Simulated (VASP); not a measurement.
Write the native input for VASP 6.6.1 that does the following.

```yaml
Task: single point
Functional: PBEsol
Potentials_or_basis: VASP PAW PBE potentials, release 64 (Al)
Cutoff: 520 eV
k_mesh: 20 × 20 × 20
Occupations: gaussian, width 0.15 eV
Spin: no spin polarisation
Dipole_correction: no
Further_INCAR_settings: ALGO = Normal; EDIFF = 1e-06; NBANDS = 8
```

The structure of Al lies in POSCAR:

```
Al
1.0
   -1.5116577555      1.5116577555      1.5912186900
    1.5116577555     -1.5116577555      1.5912186900
    1.5116577555      1.5116577555     -1.5912186900
Al
1
Direct
    0.0000000000      0.0000000000      0.0000000000
```

This cell differs from its parent crystal: strain -0.050 along x and y, +0.000 along z.

These files were run (other wordings do the same):

INCAR

```
SYSTEM = Al
ALGO = Normal
EDIFF = 1E-6
ENCUT = 520
GGA = PS
ISIF = 2
ISMEAR = 0
LASPH = .TRUE.
LCHARG = .FALSE.
LREAL = .FALSE.
LWAVE = .FALSE.
NBANDS = 8
NELM = 60
PREC = Accurate
SIGMA = 0.15
```

KPOINTS

```
k-points
0
G
  20 20 20
  0 0 0
```

Potentials or basis: VASP PAW PBE potentials, release 64 (Al).

The run is started by

```console
$ cat potpaw_PBE.64/Al/POTCAR > POTCAR
$ mpirun -np 1 vasp_std > vasp.out
```

It gave:

```
Pressure : 12.7 GPa
```

Caveat: the cell differs from its parent crystal (strain -0.050 along x and y, +0.000 along z); the PAW data sets were made with another functional, which shifts forces and pressure a little.

Wall time 25 s on 1 thread of Intel(R) Xeon(R) Platinum 8488C (Sapphire Rapids) (shared host), peak memory 0.17 GiB.
